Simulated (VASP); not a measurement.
# HF in VASP: further runs

Runs on HF. Level: PBE+D3(BJ). Tasks: single point.

Everything below comes from runs of VASP 6.6.1. Logs are shortened: lines on timing, memory, paths and dates and some standing lists are left out, and cuts for length are marked.

**1. The cell of the first run**

The cell holds an amorphous packing of atoms, 24 atoms: a = 7.417 Å, b = 7.417 Å, c = 7.417 Å, α = 90.00°, β = 90.00°, γ = 90.00°.

**2. Single point, PBE+D3(BJ)**

Input file INCAR:

```
  PREC = Accurate
  ENCUT = 520
  EDIFF = 1E-7
  ISMEAR = -1
  SIGMA = 0.02
  LREAL = Auto
  LASPH = T
  NELM = 100
  ALGO = Normal
  ISIF = 2
  LWAVE = F
  LCHARG = F
  GGA = PE
  IVDW = 12
  NBANDS = 66
```

Input file KPOINTS:

```
Automatic mesh
0
Gamma
  1 1 1
```

Input file POSCAR:

```
HF
1.0
    7.4168600000      0.0000000000      0.0000000000
    0.0000000000      7.4168600000      0.0000000000
    0.0000000000      0.0000000000      7.4168600000
F H
12 12
Direct
    0.2217650057     -0.0155186966      0.5620168103
    0.3717745785      0.4501500635      0.3967312313
    0.7836065397      0.3523998026      0.9051404503
    0.2353017315      0.8695458725      0.8911048611
    0.7717686460      0.6321947563      0.0614815434
    0.0879213036      0.6469853820      0.5437611065
    0.4316112209      0.5996607729      0.9521684379
    0.7128353508      0.1214395310      0.4321774983
    0.4686484577      0.2078372788      0.9069606275
    0.5922317531      0.6727510024      0.3256229725
    0.0031549739      0.9678758936      0.2928597816
    0.4324741198      0.1652316479      0.2375263926
    0.1385896458     -0.0302823567      0.4686754233
    0.4691338383      0.5244537446      0.3527638381
    0.6596052777      0.2928597816      0.8901071343
    0.2415038170      0.9251489175      0.7780651111
    0.7641913155      0.5266514401     -0.0196713973
    0.1945971745      0.6112964246      0.4929444536
    0.3509436608      0.6992581766      0.9638715036
    0.5976383537      0.1447243173      0.3833293334
    0.4547072481      0.1740089472      1.0308405444
    0.6641759451      0.6523380514      0.2208077273
   -0.1151565487      1.0062479270      0.3134075606
    0.3662735983      0.2715839317      0.3023112207
```

Potentials or basis: VASP PAW PBE potentials, release 64 (F, H).

Command:

```
$ cat potpaw_PBE.64/F/POTCAR potpaw_PBE.64/H/POTCAR > POTCAR
$ mpirun -np 1 vasp_gam > vasp.out
```

OUTCAR:

```text
PREC = Accurate
   ENCUT = 520
   EDIFF = 1E-7
   ISMEAR = -1
   LREAL = Auto
   LASPH = T
   NELM = 100
   ISIF = 2
   GGA = PE
   IVDW = 12
 IVDW          = 12

 ion  position               nearest neighbor table
   1  0.222  0.984  0.562-  13 0.93
   2  0.372  0.450  0.397-  14 0.97
   3  0.784  0.352  0.905-  15 1.03
   4  0.235  0.870  0.891-  16 0.94
   5  0.772  0.632  0.061-  17 0.99
   6  0.088  0.647  0.544-  18 0.92
[... 16 lines left out ...]
  23  0.885  0.006  0.313-  11 0.94
  24  0.366  0.272  0.302-  12 1.05

  LATTYP: Found a simple cubic cell.
 ALAT       =     7.4168600000

  Lattice vectors:

 A1 = (   7.4168600000,   0.0000000000,   0.0000000000)
 A2 = (   0.0000000000,   7.4168600000,   0.0000000000)
 A3 = (   0.0000000000,   0.0000000000,   7.4168600000)

Analysis of symmetry for initial positions (statically):
=====================================================================
 Subroutine PRICEL returns:
 Original cell was already a primitive cell.

 Routine SETGRP: Setting up the symmetry group for a
 simple cubic supercell.

 Subroutine GETGRP returns: Found  1 space group operations
 (whereof  1 operations were pure point group operations)
 out of a pool of 48 trial point group operations.

The static configuration has the point symmetry C_1 .

Analysis of symmetry for dynamics (positions and initial velocities):
=====================================================================
 Subroutine PRICEL returns:
 Original cell was already a primitive cell.

 Routine SETGRP: Setting up the symmetry group for a
 simple cubic supercell.

 Subroutine GETGRP returns: Found  1 space group operations
 (whereof  1 operations were pure point group operations)
 out of a pool of 48 trial point group operations.

The dynamic configuration has the point symmetry C_1 .

 Subroutine INISYM returns: Found  1 space group operations
 (whereof  1 operations are pure point group operations),
 and found     1 'primitive' translations

----------------------------------------------------------------------------------------

                                     Primitive cell
[... 110 lines left out ...]
   NELM   =    100;   NELMIN=  2; NELMDL= -5     # of ELM steps
   EDIFF  = 0.1E-06   stopping-criterion for ELM
   LREAL  =      T    real-space projection
   EDIFFG = 0.1E-05   stopping-criterion for IOM
   NSW    =      0    number of steps for IOM
   IBRION =     -1    ionic relax: 0-MD 1-quasi-New 2-CG
   NFREE  =      0    steps in history (QN), initial steepest desc. (CG)
   ISIF   =      2    stress and relaxation
   ISYM   =      2    0-nonsym 1-usesym 2-fastsym
   POTIM  = 0.5000    time-step for ionic-motion
   TEBEG  =    0.0;   TEEND  =   0.0 temperature during run
   PSTRESS=    0.0 pullay stress
   NELECT =      96.0000    total number of electrons
   NUPDOWN=      -1.0000    fix difference up-down
   EMIN   =  10.00;   EMAX   =-10.00  energy-range for DOS
   EFERMI =   0.00;   METHOD = LEGACY
   ISMEAR =    -1;   SIGMA  =   0.02  broadening in eV -4-tet -1-fermi 0-gaus
   EFERMI_NEDOS =   21; number of points for ismear=-14 and -15
   IALGO  =     38    algorithm
   IMIX   =      4    mixing-type and parameters
     AMIX     =   0.40;   BMIX     =  1.00
     AMIX_MAG =   1.60;   BMIX_MAG =  1.00
  volume/ion in A,a.u.               =      17.00       114.72
  Fermi-wavevector in a.u.,A,eV,Ry     =   1.010676  1.909900 13.897880  1.021465
  Thomas-Fermi vector in A             =   2.143679
   LORBIT       =      0    0 simple, 1 ext, 2 COOP (PROOUT), +10 PAW based schemes
   GGA     = PE    functional components
   LHFCALC =     F    Hartree Fock is set to
   AEXX    =    0.0000 exact exchange contribution
   IVDW    =    12    specifies the selected vdW correction
   LEPSILON=     F    determine dielectric tensor
   LRPA    =     F    only Hartree local field effects (RPA)
 non-spin polarized calculation
  energy-cutoff  :      520.00
  volume of cell :      408.00
 maximum number of plane-waves:      5534
 NGX is ok and might be reduce to    54
   NGX = 27   NGY = 27   NGZ = 27

 number of electron      96.0000101 magnetization

 Free energy of the ion-electron system (eV)
  ---------------------------------------------------
  ext. energy  EPLUGINS =         0.00000000
  ---------------------------------------------------
  free energy    TOTEN  =       -98.40934732 eV

  energy without entropy =      -98.40934732  energy(sigma->0) =      -98.40934732

 E-fermi :  -6.0719     XC(G=0):  -5.5178

 val. band max:       -6.5716042039   @ k =   0.0000   0.0000   0.0000
 cond. band min:      -0.0923971786   @ k =   0.0000   0.0000   0.0000
 fundamental gap:      6.4792070253
 Fermi energy:        -6.0719162560

 k-point     1 :       0.0000    0.0000    0.0000
  band No.  band energies     occupation
      1     -29.6572      2.00000
      2     -29.1659      2.00000
      3     -28.6885      2.00000
      4     -28.5735      2.00000
      5     -28.4946      2.00000
      6     -28.2582      2.00000
[... 52 lines left out ...]
     59       5.3060      0.00000
     60       5.3926      0.00000
 [bands above 60 left out]

------------------------ aborting loop because EDIFF is reached ----------------------------------------

 Edisp (eV)   -0.44897

 E8    (eV) :    -0.0896

  FORCE on cell =-STRESS in cart. coord.  units (eV):
  Direction    XX          YY          ZZ          XY          YZ          ZX
  --------------------------------------------------------------------------------------
  -------------------------------------------------------------------------------------
  Total       2.54534     0.05637     2.57154    -0.42136    -0.93502    -0.70959
  in kB       9.99531     0.22136    10.09818    -1.65465    -3.67174    -2.78651
  external pressure =        6.77 kB  Pullay stress =        0.00 kB

 VOLUME and BASIS-vectors are now :
 -----------------------------------------------------------------------------
  energy-cutoff  :      520.00
  volume of cell :      408.00
      direct lattice vectors                 reciprocal lattice vectors
     7.416860000  0.000000000  0.000000000     0.134827946  0.000000000  0.000000000
     0.000000000  7.416860000  0.000000000     0.000000000  0.134827946  0.000000000
     0.000000000  0.000000000  7.416860000     0.000000000  0.000000000  0.134827946

 POSITION                                       TOTAL-FORCE (eV/Angst)
 -----------------------------------------------------------------------------------
      1.64480      7.30176      4.16840         1.319930      0.568064      1.035738
      2.75740      3.33870      2.94250        -1.276699     -1.245330      0.272575
      5.81190      2.61370      6.71330        -1.592330     -0.924603     -0.434222
      1.74520      6.44930      6.60920        -0.155173     -0.187717      1.363662
      5.72410      4.68890      0.45600         0.334457      0.426815      0.093146
      0.65210      4.79860      4.03300        -1.511199      0.416114      0.634450
[... 16 lines left out ...]
      6.56276      0.04634      2.32450        -1.046728      0.465041      0.466966
      2.71660      2.01430      2.24220         1.033001     -0.752239     -0.744883
 -----------------------------------------------------------------------------------
    total drift:                                0.001368      0.023487     -0.009196

  FREE ENERGIE OF THE ION-ELECTRON SYSTEM (eV)
  ---------------------------------------------------
  free  energy   TOTEN  =       -98.8583203498 eV

  energy  without entropy=      -98.8583203498  energy(sigma->0) =      -98.85832035
```

stdout:

```text
POSCAR found type information on POSCAR F H
 POSCAR found :  2 types and      24 ions
 scaLAPACK will be used
 LDA part: xc-table for (Slater+PW92), standard interpolation
 POSCAR, INCAR and KPOINTS ok, starting setup
 FFT: planning ... GRIDC
 FFT: planning ... GRID_SOFT
 FFT: planning ... GRID
 WAVECAR not read
 entering main loop
```

It took 43 s on 1 thread of Intel Xeon Platinum 8488C (Sapphire Rapids), shared host; peak memory 0.37 GiB.

What came out:

| Property | Result |
| --- | --- |
| Free energy | -98.8583 eV |
| Pressure | 0.7 GPa |
| Largest force | 1.892 eV/Å |
| Band gap on the k mesh | 6.48 eV |
| Dispersion energy per atom | -0.019 eV |

Forces on the atoms (eV/Å):
```
F    1.320  0.568  1.036
F   -1.277 -1.245  0.273
F   -1.592 -0.925 -0.434
F   -0.155 -0.188  1.364
F    0.334  0.427  0.093
F   -1.511  0.416  0.634
F   -0.043 -0.295  0.317
F    0.759 -0.135  0.306
F    0.573  0.099 -0.654
F   -0.952  0.063  1.366
F    1.063 -0.327 -0.246
F   -1.061  1.071  1.030
H   -1.192 -0.313 -1.012
H    1.037  1.221 -0.256
H    1.121  0.594  0.202
H   -0.115  0.261 -1.245
H    0.089 -0.102  0.213
H    1.366 -0.655 -0.606
H   -0.016  0.096 -0.510
H   -0.453 -0.173 -0.431
H   -0.242  0.026  0.361
H    0.963 -0.198 -1.521
H   -1.047  0.465  0.467
H    1.033 -0.752 -0.745
```

Stress tensor (GPa, compression positive):
```
 1.00 -0.17 -0.28
-0.17  0.02 -0.37
-0.28 -0.37  1.01
```

Levels at points of the mesh, in eV from the valence-band top:
```csv
k point,band 44,band 45,band 46,band 47,band 48,band 49,band 50,band 51,band 52,band 53
"(0.00, 0.00, 0.00)",-0.85,-0.32,-0.20,-0.15,0.00,6.48,9.10,9.31,9.58,9.62
```

Caveat: the k points lie up to 0.85 Å⁻¹ apart.

**3. Single point, PBE+D3(BJ)**

Input file INCAR:

```
SYSTEM = HF
  PREC = Accurate
  ENCUT = 520
  EDIFF = 1E-6
  ISMEAR = -1
  SIGMA = 0.02
  LREAL = Auto
  LASPH = .TRUE.
  NELM = 60
  ALGO = Normal
  ISIF = 2
  LWAVE = .FALSE.
  LCHARG = .TRUE.
  GGA = PE
  IVDW = 12
  LELF = .TRUE.
  LVHAR = .TRUE.
  NBANDS = 66
```

Input file KPOINTS:

```
regular mesh
0
G
  1 1 1
  0 0 0
```

Input file POSCAR:

```
HF
1.0
    7.4168600000      0.0000000000      0.0000000000
    0.0000000000      7.4168600000      0.0000000000
    0.0000000000      0.0000000000      7.4168600000
F H
12 12
Direct
    0.2530450892      0.0085480918      0.5643897822
    0.3442292291      0.4437187705      0.4368155796
    0.7735618577      0.3345350998      0.9147941312
    0.2523305010      0.8565349757      0.8889745795
    0.7546994281      0.6400687083      0.0719576748
    0.0953503235      0.6383024622      0.5565023474
    0.4200969143      0.5467138385      0.9599884587
    0.7281922539      0.1138487177      0.4156206265
    0.4616643701      0.2029699900      0.8952980102
    0.5681245163      0.6756902517      0.3309486764
   -0.0061211888      0.9479752887      0.2892463927
    0.3920796671      0.1591509075      0.2537327117
    0.1562790723     -0.0409742128      0.4863648498
    0.4393368622      0.5192493859      0.3930773939
    0.6730071755      0.2632515647      0.9096302209
    0.2237200109      0.9155761333      0.7862761330
    0.7582454030      0.5146113045      0.0158827320
    0.1697214185      0.5486418781      0.5148539948
    0.3593973730      0.6468910024      0.9034685837
    0.6049460284      0.0957143589      0.3833293334
    0.4142723471      0.1692495207      1.0106163525
    0.6473763830      0.6628141828      0.2197291037
   -0.1175834518      0.9905269885      0.3387012833
    0.3305307098      0.2625774249      0.3079200632
```

Potentials or basis: VASP PAW PBE potentials, release 64 (F, H).

Command:

```
$ cat potpaw_PBE.64/F/POTCAR potpaw_PBE.64/H/POTCAR > POTCAR
$ mpirun -np 1 vasp_gam > vasp.out
```

Run time: 42 s. Hardware: 1 thread of Intel Xeon Platinum 8488C (Sapphire Rapids), shared host; peak memory 0.38 GiB.

Results (log left out):

```
Free energy                : -98.7665 eV
Pressure                   : 0.1 GPa
Largest force              : 3.175 eV/Å
Band gap on the k mesh     : 6.50 eV
Dispersion energy per atom : -0.019 eV
```

Forces on the atoms (eV/Å):
```
F   -1.352 -0.618 -0.635
F   -0.606 -1.072  0.107
F    2.560  1.713  0.345
F    0.663 -1.498  2.691
F    0.456 -1.238 -0.634
F   -1.437  1.490  0.785
F   -0.445  0.531 -0.341
F   -0.306  0.005  0.079
F    0.091 -0.477  0.179
F    0.032 -0.220 -0.078
F    0.448 -0.122  0.276
F   -0.223  0.335 -0.150
H    1.043  0.473  0.510
H    0.945  1.213 -0.489
H   -2.611 -1.320 -0.206
H   -0.468  1.382 -2.820
H   -0.171  1.122  0.307
H    1.170 -1.152 -0.595
H    0.184 -0.259  0.430
H   -0.068  0.048 -0.059
H    0.025  0.094 -0.041
H   -0.400 -0.182  0.380
H   -0.118  0.151 -0.040
H    0.589 -0.399 -0.003
```

Stress tensor (GPa, compression positive):
```
 0.52 -0.02 -0.51
-0.02 -0.11 -0.38
-0.51 -0.38 -0.18
```

Levels at points of the mesh, in eV from the valence-band top:
```tsv
k point	band 44	band 45	band 46	band 47	band 48	band 49	band 50	band 51	band 52	band 53
(0.00, 0.00, 0.00)	-0.64	-0.26	-0.22	-0.14	0.00	6.50	9.20	9.29	9.32	9.50
```

Caveat: the k points lie up to 0.85 Å⁻¹ apart.

(Part 1 of 2 ends here.)
